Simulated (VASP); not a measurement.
# InAs in VASP: further runs

InAs is run at these levels: PBE; tasks: single point.

Everything below comes from runs of VASP 6.6.1. Logs are shortened: lines on timing, memory, paths and dates and some standing lists are left out, and cuts for length are marked.

## 1. The cell of the first run

The cell holds a slab with vacuum, 16 atoms: a = 8.536 Å, b = 6.036 Å, c = 19.402 Å, α = 90.00°, β = 90.00°, γ = 90.00°.

## 2. Single point, PBE

The input, INCAR:

```
SYSTEM = InAs
PREC = Accurate ; ENCUT = 400
EDIFF = 1E-6 ; ISMEAR = -1
SIGMA = 0.05 ; LREAL = .False.
LASPH = .True. ; NELM = 120
ALGO = Normal ; ISIF = 2
LWAVE = .False. ; LCHARG = .False.
GGA = PE ; NBANDS = 86
GGA_COMPAT = .False. ; NELMDL = -8
```

The input, KPOINTS:

```
regular mesh
0
Gamma
  2 2 1
  0 0 0
```

The input, POSCAR:

```
InAs
1.0
    8.5361930000      0.0000000000      0.0000000000
    0.0000000000      6.0360000000      0.0000000000
    0.0000000000      0.0000000000     19.4021450000
In As
8 8
Direct
    0.0000000000      0.0000000000      0.0515406931
    0.7499947576      0.7325546720      0.1966689765
    0.2499943476      0.7325546720      0.1966689765
    0.5000004100      0.0000000000      0.0515406931
    0.5000004100      0.1078363154      0.2091469783
    0.2499943476      0.3416832339      0.3985796416
    0.7500064724      0.3416832339      0.3985796416
    0.0000000000      0.1078363154      0.2091521324
    0.0000000000      0.4567097416      0.1197496462
    0.2499943476      0.7500000000      0.0515406931
    0.7499947576      0.7500000000      0.0515406931
    0.5000004100      0.4567097416      0.1197496462
    0.5000004100      0.0563121272      0.3594190230
    0.7499947576      0.8593439364      0.3330559585
    0.2500060624      0.8593439364      0.3330559585
    0.0000000000      0.0563121272      0.3594241771
```

Potentials or basis: VASP PAW PBE potentials, release 64 (In_d, As).

The run is started by

```sh
$ cat potpaw_PBE.64/In_d/POTCAR potpaw_PBE.64/As/POTCAR > POTCAR
$ mpirun -np 1 vasp_std > vasp.out
```

OUTCAR:

```text
SYSTEM = InAs
   PREC = Accurate
   ENCUT = 400
   EDIFF = 1E-6
   ISMEAR = -1
   LREAL = .False.
   LASPH = .True.
   NELM = 120
   ISIF = 2
   GGA = PE
   NELMDL = -8

 ion  position               nearest neighbor table
   1  0.000  0.000  0.052-  10 2.61  11 2.61   9 3.06   8 3.13   3 3.88   2 3.88
   2  0.750  0.733  0.197-  14 2.75  11 2.82  12 3.09   9 3.09   5 3.12   8 3.12   4 3.88   1 3.88

   3  0.250  0.733  0.197-  15 2.75  10 2.82   9 3.09  12 3.09   8 3.12   5 3.12   1 3.88   4 3.88

   4  0.500  0.000  0.052-  11 2.61  10 2.61  12 3.06   5 3.13   2 3.88   3 3.88
   5  0.500  0.108  0.209-  12 2.73  13 2.93   2 3.12   3 3.12   4 3.13
   6  0.250  0.342  0.399-  16 2.85  13 2.85  15 3.18  15 3.37
   7  0.750  0.342  0.399-  16 2.85  13 2.85  14 3.18  14 3.37
   8  0.000  0.108  0.209-   9 2.73  16 2.93   3 3.12   2 3.12   1 3.13
   9  0.000  0.457  0.120-   8 2.73   1 3.06   3 3.09   2 3.09
  10  0.250  0.750  0.052-   1 2.61   4 2.61   3 2.82
  11  0.750  0.750  0.052-   4 2.61   1 2.61   2 2.82
  12  0.500  0.457  0.120-   5 2.73   4 3.06   2 3.09   3 3.09
  13  0.500  0.056  0.359-  14 2.50  15 2.50   6 2.85   7 2.85   5 2.93
  14  0.750  0.859  0.333-  13 2.50  16 2.50   2 2.75   7 3.18   7 3.37
  15  0.250  0.859  0.333-  13 2.50  16 2.50   3 2.75   6 3.18   6 3.37
  16  0.000  0.056  0.359-  14 2.50  15 2.50   7 2.85   6 2.85   8 2.93

  LATTYP: Found a simple orthorhombic cell.
 ALAT       =     6.0360000000
 B/A-ratio  =     1.4142135520
 C/A-ratio  =     3.2144044069

  Lattice vectors:

 A1 = (   0.0000000000,  -6.0360000000,   0.0000000000)
 A2 = (   8.5361930000,   0.0000000000,   0.0000000000)
 A3 = (   0.0000000000,   0.0000000000,  19.4021450000)

Analysis of symmetry for initial positions (statically):
=====================================================================
 Subroutine PRICEL returns:
 Original cell was already a primitive cell.

 Routine SETGRP: Setting up the symmetry group for a
 simple orthorhombic supercell.

 Subroutine GETGRP returns: Found  1 space group operations
 (whereof  1 operations were pure point group operations)
 out of a pool of  8 trial point group operations.

The static configuration has the point symmetry C_1 .

Analysis of symmetry for dynamics (positions and initial velocities):
=====================================================================
 Subroutine PRICEL returns:
 Original cell was already a primitive cell.

 Routine SETGRP: Setting up the symmetry group for a
 simple orthorhombic supercell.

 Subroutine GETGRP returns: Found  1 space group operations
 (whereof  1 operations were pure point group operations)
 out of a pool of  8 trial point group operations.

The dynamic configuration has the point symmetry C_1 .

 Subroutine INISYM returns: Found  1 space group operations
 (whereof  1 operations are pure point group operations),
 and found     1 'primitive' translations

----------------------------------------------------------------------------------------

                                     Primitive cell

  volume of cell :     999.6851

  direct lattice vectors                    reciprocal lattice vectors
     8.536193000  0.000000000  0.000000000     0.117148242  0.000000000  0.000000000
     0.000000000  6.036000000  0.000000000     0.000000000  0.165672631  0.000000000
     0.000000000  0.000000000 19.402145000     0.000000000  0.000000000  0.051540693

  length of vectors
     8.536193000  6.036000000 19.402145000     0.117148242  0.165672631  0.051540693

  position of ions in fractional coordinates (direct lattice)
     0.000000000  0.000000000  0.051540693
     0.749994758  0.732554672  0.196668976
     0.249994348  0.732554672  0.196668976
     0.500000410  0.000000000  0.051540693
     0.500000410  0.107836315  0.209146978
     0.249994348  0.341683234  0.398579642
[... 8 lines left out ...]
     0.250006062  0.859343936  0.333055958
     0.000000000  0.056312127  0.359424177

  ion indices of the primitive-cell ions
   primitive index   ion index
                 1           1
                 2           2
                 3           3
                 4           4
                 5           5
                 6           6
[... 8 lines left out ...]
                15          15
                16          16

----------------------------------------------------------------------------------------

 KPOINTS: regular mesh

Automatic generation of k-mesh.
 Grid dimensions read from file:
 generate k-points for:    2    2    1

 Generating k-lattice:

  Cartesian coordinates                     Fractional coordinates (reciprocal lattice)
     0.058574121  0.000000000  0.000000000     0.500000000  0.000000000  0.000000000
     0.000000000  0.082836315  0.000000000     0.000000000  0.500000000  0.000000000
     0.000000000  0.000000000  0.051540693     0.000000000  0.000000000  1.000000000

  Length of vectors
     0.058574121  0.082836315  0.051540693

  Shift w.r.t. Gamma in fractional coordinates (k-lattice)
     0.000000000  0.000000000  0.000000000

 Subroutine IBZKPT returns following result:
 ===========================================

 Found      4 irreducible k-points:

 Following reciprocal coordinates:
            Coordinates               Weight
  0.000000  0.000000  0.000000      1.000000
  0.500000  0.000000  0.000000      1.000000
  0.000000  0.500000  0.000000      1.000000
  0.500000  0.500000  0.000000      1.000000
   k-points           NKPTS =      4   k-points in BZ     NKDIM =      4   number of bands    NBANDS=     86
   number of dos      NEDOS =    301   number of ions     NIONS =     16
   total plane-waves  NPLWV = 286720
   dimension x,y,z NGX =    56 NGY =   40 NGZ =  128
   dimension x,y,z NGXF=   112 NGYF=   80 NGZF=  256
   ions per type =               8   8
   NGX,Y,Z   is equivalent  to a cutoff of  10.91, 11.02, 10.97 a.u.
   NGXF,Y,Z  is equivalent  to a cutoff of  21.81, 22.03, 21.94 a.u.
 SYSTEM =  InAs
   PREC   = accura    normal or accurate (medium, high low for compatibility)
   ISTART =      0    job   : 0-new  1-cont  2-samecut
   ICHARG =      2    charge: 1-file 2-atom 10-const
   ISPIN  =      1    spin polarized calculation?
   LNONCOLLINEAR =      F non collinear calculations
   LSORBIT =      F    spin-orbit coupling
   LASPH  =      T    aspherical Exc in radial PAW
   ENCUT  =  400.0 eV  29.40 Ry    5.42 a.u.  13.92  9.84 31.64*2*pi/ulx,y,z
   NELM   =    120;   NELMIN=  2; NELMDL= -8     # of ELM steps
   EDIFF  = 0.1E-05   stopping-criterion for ELM
   LREAL  =      F    real-space projection
   EDIFFG = 0.1E-04   stopping-criterion for IOM
   NSW    =      0    number of steps for IOM
   IBRION =     -1    ionic relax: 0-MD 1-quasi-New 2-CG
   NFREE  =      0    steps in history (QN), initial steepest desc. (CG)
   ISIF   =      2    stress and relaxation
   ISYM   =      2    0-nonsym 1-usesym 2-fastsym
   POTIM  = 0.5000    time-step for ionic-motion
   TEBEG  =    0.0;   TEEND  =   0.0 temperature during run
   PSTRESS=    0.0 pullay stress
   NELECT =     144.0000    total number of electrons
   NUPDOWN=      -1.0000    fix difference up-down
   EMIN   =  10.00;   EMAX   =-10.00  energy-range for DOS
   EFERMI =   0.00;   METHOD = LEGACY
   ISMEAR =    -1;   SIGMA  =   0.05  broadening in eV -4-tet -1-fermi 0-gaus
   EFERMI_NEDOS =   21; number of points for ismear=-14 and -15
   IALGO  =     38    algorithm
   IMIX   =      4    mixing-type and parameters
     AMIX     =   0.40;   BMIX     =  1.00
     AMIX_MAG =   1.60;   BMIX_MAG =  1.00
  volume/ion in A,a.u.               =      62.48       421.64
  Fermi-wavevector in a.u.,A,eV,Ry     =   0.858173  1.621711 10.020147  0.736460
  Thomas-Fermi vector in A             =   1.975337
   LORBIT       =      0    0 simple, 1 ext, 2 COOP (PROOUT), +10 PAW based schemes
   GGA     = PE    functional components
   LHFCALC =     F    Hartree Fock is set to
   AEXX    =    0.0000 exact exchange contribution
   IVDW    =     0    specifies the selected vdW correction
   LEPSILON=     F    determine dielectric tensor
   LRPA    =     F    only Hartree local field effects (RPA)
 non-spin polarized calculation
  energy-cutoff  :      400.00
  volume of cell :      999.69
 maximum number of plane-waves:     18204
 NGX is ok and might be reduce to    56
   NGX = 27   NGY = 19   NGZ = 63

 number of electron     144.0000047 magnetization

 Free energy of the ion-electron system (eV)
  ---------------------------------------------------
  ext. energy  EPLUGINS =         0.00000000
  ---------------------------------------------------
  free energy    TOTEN  =       -52.00154481 eV

  energy without entropy =      -51.89516595  energy(sigma->0) =      -51.94835538

 E-fermi :   0.1247     XC(G=0):  -4.8769

 val. band max:        0.0835983355   @ k =   0.0000   0.5000   0.0000
 cond. band min:       0.1556651561   @ k =   0.0000   0.0000   0.0000
 fundamental gap:      0.0720668206
 Fermi energy:         0.1246975157

 k-point     1 :       0.0000    0.0000    0.0000
  band No.  band energies     occupation
      1     -14.9483      2.00000
      2     -14.9328      2.00000
      3     -14.8855      2.00000
      4     -14.8837      2.00000
      5     -14.8731      2.00000
      6     -14.8627      2.00000
[... 76 lines left out ...]
     83       1.9179      0.00000
     84       2.2154      0.00000

 k-point     2 :       0.5000    0.0000    0.0000
  band No.  band energies     occupation
      1     -14.9361      2.00000
      2     -14.9361      2.00000
      3     -14.8892      2.00000
      4     -14.8892      2.00000
      5     -14.8625      2.00000
      6     -14.8625      2.00000
[... 76 lines left out ...]
     83       2.0137      0.00000
     84       2.0138      0.00000

 k-point     3 :       0.0000    0.5000    0.0000
  band No.  band energies     occupation
      1     -14.9502      2.00000
      2     -14.9366      2.00000
      3     -14.8857      2.00000
      4     -14.8841      2.00000
      5     -14.8762      2.00000
      6     -14.8635      2.00000
[... 76 lines left out ...]
     83       2.0675      0.00000
     84       2.1986      0.00000

 k-point     4 :       0.5000    0.5000    0.0000
  band No.  band energies     occupation
      1     -14.9388      2.00000
      2     -14.9388      2.00000
      3     -14.8895      2.00000
      4     -14.8895      2.00000
      5     -14.8671      2.00000
      6     -14.8671      2.00000
[... 76 lines left out ...]
     83       2.1743      0.00000
     84       2.1744      0.00000
 [bands above 84 left out]

------------------------ aborting loop because EDIFF is reached ----------------------------------------

  FORCE on cell =-STRESS in cart. coord.  units (eV):
  Direction    XX          YY          ZZ          XY          YZ          ZX
  --------------------------------------------------------------------------------------
  -------------------------------------------------------------------------------------
  Total        4.0412504      0.8048675      3.3322522     -0.0013210     -0.1103452      0.0003516
  in kB        6.4768396      1.2899466      5.3405409     -0.0021172     -0.1768482      0.0005635
  external PRESSURE =       4.3691090 kB  Pullay stress =       0.0000000 kB

 VOLUME and BASIS-vectors are now :
 -----------------------------------------------------------------------------
  energy-cutoff  :      400.00
  volume of cell :      999.69
      direct lattice vectors                 reciprocal lattice vectors
     8.536193000  0.000000000  0.000000000     0.117148242  0.000000000  0.000000000
     0.000000000  6.036000000  0.000000000     0.000000000  0.165672631  0.000000000
     0.000000000  0.000000000 19.402145000     0.000000000  0.000000000  0.051540693

 POSITION                                       TOTAL-FORCE (eV/Angst)
 -----------------------------------------------------------------------------------
      0.00000      0.00000      1.00000        -0.000309      0.953940     -0.258987
      6.40210      4.42170      3.81580         0.000016     -0.576979     -0.917933
      2.13400      4.42170      3.81580        -0.000008     -0.576974     -0.917935
      4.26810      0.00000      1.00000        -0.000335      0.953864     -0.259153
      4.26810      0.65090      4.05790        -0.000037      0.230781      0.606886
      2.13400      2.06240      7.73330         0.000177      0.749353      0.268220
[... 8 lines left out ...]
      2.13410      5.18700      6.46200        -0.000260     -0.984412      0.316305
      0.00000      0.33990      6.97360         0.000039      0.305617     -0.256823
 -----------------------------------------------------------------------------------
    total drift:                                0.000006      0.001016     -0.003883

  FREE ENERGIE OF THE ION-ELECTRON SYSTEM (eV)
  ---------------------------------------------------
  free  energy   TOTEN  =       -52.0015448099 eV

  energy  without entropy=      -51.8951659524  energy(sigma->0) =      -51.94835538
```

It took 8.6 min on 1 thread of Intel Xeon Platinum 8488C (Sapphire Rapids), shared host; peak memory 0.64 GiB.

Results:

* Free energy: -52.0015 eV
* Largest force: 1.084 eV/Å
* Band gap on the k mesh: zero (bands 72 and 73 overlap by 0.07 eV)

Forces in eV/Å, atoms in the order of the input:
```
In   0.000  0.954 -0.259
In   0.000 -0.577 -0.918
In   0.000 -0.577 -0.918
In   0.000  0.954 -0.259
In   0.000  0.231  0.607
In   0.000  0.749  0.268
In   0.000  0.749  0.268
In   0.000  0.231  0.607
As   0.000 -0.483  0.365
As   0.000 -0.196 -0.123
As   0.000 -0.196 -0.123
As   0.000 -0.483  0.365
As   0.000  0.306 -0.257
As   0.000 -0.984  0.316
As   0.000 -0.984  0.316
As   0.000  0.306 -0.257
```

Levels at points of the mesh, in eV from the Fermi level:
```
           k point  band 69  band 70  band 71  band 72  band 73  band 74  band 75  band 76
(0.00, 0.00, 0.00)    -0.79    -0.59    -0.53     0.03     0.18     0.22     0.26     0.29
(0.50, 0.00, 0.00)    -1.26    -1.26    -0.09    -0.09     0.13     0.13     0.28     0.28
(0.00, 0.50, 0.00)    -0.64    -0.58    -0.18    -0.07    -0.04     0.06     0.22     1.01
(0.50, 0.50, 0.00)    -0.77    -0.77    -0.49    -0.49     0.22     0.22     0.61     0.61
```

Caveat: the k points lie up to 0.52 Å⁻¹ apart; spin-orbit coupling is left out, which moves the levels of the heavy elements.

## 3. Single point, PBE

The input, INCAR:

```
PREC = Accurate
ENCUT = 400
EDIFF = 1E-6
ISMEAR = -1
SIGMA = 0.05
LREAL = False
LASPH = True
NELM = 120
ALGO = Normal
ISIF = 2
LWAVE = False
LCHARG = True
GGA = PE
LELF = True
LVHAR = True
NBANDS = 86
GGA_COMPAT = False
NELMDL = -8
```

The input, KPOINTS:

```
regular mesh
0
Gamma
  2 2 1
```

The input, POSCAR:

```
InAs
1.0
    8.5361930000      0.0000000000      0.0000000000
    0.0000000000      6.0360000000      0.0000000000
    0.0000000000      0.0000000000     19.4021450000
In As
8 8
Direct
    0.0000000000      0.0000000000      0.0515406931
    0.7500064724      0.7852220013      0.2041578392
    0.2499943476      0.7852220013      0.2041578392
    0.5000004100      0.0000000000      0.0515406931
    0.5000004100      0.1768886680      0.1997871885
    0.2499943476      0.2844599072      0.4136192158
    0.7500064724      0.2844599072      0.4136192158
    0.0000000000      0.1768886680      0.1997871885
    0.0000000000      0.5360006627      0.1108588767
    0.2499943476      0.7500000000      0.0515406931
    0.7499947576      0.7500000000      0.0515406931
    0.5000004100      0.5360006627      0.1108588767
    0.5000004100      0.0142312790      0.3390501411
    0.7499947576      0.7956428098      0.3502499337
    0.2500060624      0.7956428098      0.3502499337
    0.0000000000      0.0142312790      0.3390552952
```

Potentials or basis: VASP PAW PBE potentials, release 64 (In_d, As).

The run is started by

```sh
$ cat potpaw_PBE.64/In_d/POTCAR potpaw_PBE.64/As/POTCAR > POTCAR
$ mpirun -np 1 vasp_std > vasp.out
```

Run time: 7.9 min. Hardware: 1 thread of Intel Xeon Platinum 8488C (Sapphire Rapids), shared host; peak memory 0.65 GiB.

Results (log left out):

| Property | Result |
| --- | --- |
| Free energy | -52.3326 eV |
| Largest force | 1.383 eV/Å |
| Band gap on the k mesh | zero (bands 72 and 73 overlap by 0.01 eV) |

Forces in eV/Å, atoms in the order of the input:
```
In   0.000  1.288 -0.348
In   0.000  0.140 -0.273
In   0.000  0.140 -0.273
In   0.000  1.288 -0.348
In   0.000 -0.163  0.301
In   0.000  0.154  0.242
In   0.000  0.154  0.242
In   0.000 -0.163  0.301
As   0.000  0.038  0.118
As   0.000 -1.367 -0.206
As   0.000 -1.367 -0.206
As   0.000  0.038  0.118
As   0.000  0.604  0.076
As   0.000 -0.695  0.090
As   0.000 -0.695  0.090
As   0.000  0.604  0.075
```

Levels at points of the mesh, in eV from the Fermi level:
| k point | band 70 | band 71 | band 72 | band 73 | band 74 | band 75 |
| --- | --- | --- | --- | --- | --- | --- |
| (0.00, 0.00, 0.00) | -0.37 | -0.26 | -0.23 | 0.02 | 0.30 | 0.54 |
| (0.50, 0.00, 0.00) | -0.85 | -0.12 | -0.12 | 0.07 | 0.07 | 0.67 |
| (0.00, 0.50, 0.00) | -0.45 | -0.16 | 0.03 | 0.12 | 0.31 | 0.62 |
| (0.50, 0.50, 0.00) | -0.73 | -0.58 | -0.58 | 0.63 | 0.63 | 0.77 |

Caveat: the k points lie up to 0.52 Å⁻¹ apart; spin-orbit coupling is left out, which moves the levels of the heavy elements.
